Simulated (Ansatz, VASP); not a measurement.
## Al3Sb2P: VASP beside Ansatz

INCAR

```
SYSTEM = Al3Sb2P
PREC = Accurate ; ENCUT = 600
EDIFF = 1E-7 ; ISMEAR = 0
SIGMA = 0.1 ; LREAL = .False.
LASPH = .True. ; NELM = 100
ALGO = Normal ; ISIF = 3
LWAVE = .False. ; LCHARG = .False.
GGA = PE ; IBRION = 2
NSW = 90 ; EDIFFG = -0.04
```

The input KPOINTS:

```
Automatic mesh
0
Gamma
  4 4 4
  0 0 0
```

File POSCAR:

```
Al3Sb2P
1.0
    2.1184487200     -7.1152245500      0.0000000000
    2.1184487200      7.1152245500      0.0000000000
    0.0000000000      0.0000000000      4.3842680800
Al Sb P
3 2 1
Direct
    0.5000000000      0.5000000000      0.5000000000
    0.3150000000      0.6850000000      0.0000000000
    0.6850000000      0.3150000000      0.0000000000
    0.1250000000      0.8750000000      0.5000000000
    0.8750000000      0.1250000000      0.5000000000
    0.0000000000      0.0000000000      0.0000000000
```

Input for Ansatz:

```yaml
crystal:
  lattice:
    - [2.11844872, -7.11522455, 0.0]
    - [2.11844872, 7.11522455, 0.0]
    - [0.0, 0.0, 4.38426808]
  atoms:
    - { symbol: Al, position: [0.5, 0.5, 0.5] }
    - { symbol: Al, position: [0.315, 0.685, 0.0] }
    - { symbol: Al, position: [0.685, 0.315, 0.0] }
    - { symbol: Sb, position: [0.125, 0.875, 0.5] }
    - { symbol: Sb, position: [0.875, 0.125, 0.5] }
    - { symbol: P, position: [0.0, 0.0, 0.0] }
basis:
  ecutwfc: 420
kpoints:
  mp_grid: { grid: [4, 4, 4] }
hamiltonian:
  xc: pbe
scf:
  occupations: { method: gaussian, width: 0.1 }
  lower_state_search: "off"
output:
  forces: true
  stress: true
  eigenvalues: true
relax:
  adjacent_minimum: "off"
  f_tol: 0.04
  max_steps: 70
  cell: { stress_tol: 0.4 }
```

Change from the starting cell: species swapped into the TlAg3Te2 type (Cmmm, No. 65).

Alike in both runs: task relaxation of cell and atoms; functional PBE; k mesh 4 × 4 × 4; occupations gaussian, width 0.1 eV; no spin polarisation.

|  | VASP | Ansatz |
| --- | --- | --- |
| version | VASP 6.6.1 | Ansatz 0.2.0 |
| potentials or method | VASP PAW PBE potentials, release 64 (Al, Sb, P), cutoff 600 eV | scalar-relativistic, plane waves, PAW |
| valence electrons in the cell | 24 | 44 |

VASP gave:

```
gap on the k mesh at the Fermi level, each at its own relaxed structure (eV)  : none
relaxed volume (Å³/atom)                                                      : 20.94
relaxed length of the cell vector where the two differ most in proportion (Å) : 3.864
```

**Question.** Estimate Ansatz's values.

**Answer.** gap on the k mesh at the Fermi level, each at its own relaxed structure (eV): none; relaxed volume (Å³/atom): 20.85; relaxed length of the cell vector where the two differ most in proportion (Å): 3.867.

A gap of «none» marks a metal or a gap that the smearing closes. VASP's potentials hold 24 valence electrons a cell and Ansatz's 44, so a difference there can come from the potentials and not from the codes.

The k mesh is coarse, so the values compare programs but aren't converged. Spin-orbit coupling is off throughout.
